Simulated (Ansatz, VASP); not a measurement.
# One calculation of NiO, two programs

```
Ni O
1.0
     0.00000    2.13374    2.13374
     2.13374    0.00000    2.13374
     2.13374    2.13374    0.00000
Ni O
1 1
Direct
  0.00000 0.00000 0.00000
  0.50000 0.50000 0.50000
```

Alike in both runs: functional PBE; k mesh 12 × 12 × 12; occupations gaussian, width 0.02 eV; collinear spin; Hubbard terms Ni d U = 6.2 eV.

Ansatz relaxed the structure, and its values are those at the end. VASP's run is a single point on that final structure, the one shown.

|  | VASP | Ansatz |
| --- | --- | --- |
| version | VASP 6.6.1 | Ansatz 0.2.0 |
| potentials or method | VASP PAW PBE potentials, release 64 (Ni_sv_GW, O), cutoff 600 eV | scalar-relativistic, plane waves, PAW |
| valence electrons in the cell | 24 | 24 |

VASP gave:

```
gap on the k mesh at the Fermi level (eV)                     : 2.00
least direct gap on the mesh (eV)                             : 3.17
pressure (GPa)                                                : -3.7
net moment per atom (μB)                                      : 1.00
size of the moment on the site where the two differ most (μB) : 1.80
```

Estimate Ansatz's values.

gap on the k mesh at the Fermi level (eV): 1.94; least direct gap on the mesh (eV): 2.96; pressure (GPa): 0.0; net moment per atom (μB): 1.00; size of the moment on the site where the two differ most (μB): 1.74.

Site moments also hang on the region over which each program counts them. The programs project onto different local orbitals, so the same U acts differently, and such runs can settle in different states.
